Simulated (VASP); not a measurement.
Here is a VASP 6.6.1 calculation.

The input INCAR:

```
SYSTEM = Rb
ALGO = Fast ; EDIFF = 1E-6
EDIFFG = -0.01 ; ENCUT = 600
GGA = PS ; IBRION = 2
ISIF = 3 ; ISMEAR = 0
LASPH = .TRUE. ; LCHARG = .FALSE.
LREAL = .FALSE. ; LWAVE = .FALSE.
NELM = 60 ; NSW = 80
PREC = Accurate ; SIGMA = 0.1
```

The input KPOINTS:

```
k-points
0
G
  12 12 6
  0 0 0
```

The input POSCAR:

```
Rb
1.0
    4.9663491853      0.0000000000      0.0000000000
   -2.4831745927      4.3009845586      0.0000000000
    0.0000000000      0.0000000000      8.0972585833
Rb
2
Direct
    0.3333333333      0.6666666667      0.2500000000
    0.6666666667      0.3333333333      0.7500000000
```

Potentials or basis: VASP PAW PBE potentials, release 64 (Rb_sv).

The run is started by

```bash
$ cat potpaw_PBE.64/Rb_sv/POTCAR > POTCAR
$ mpirun -np 1 vasp_std > vasp.out
```

(1) Predict the band gap on the k mesh.

Results:

(1) zero (band 9 reaches 1.12 eV, above the bottom of band 10 at -1.28 eV).

Caveat: the relaxation stopped at its first step, so nothing moved.
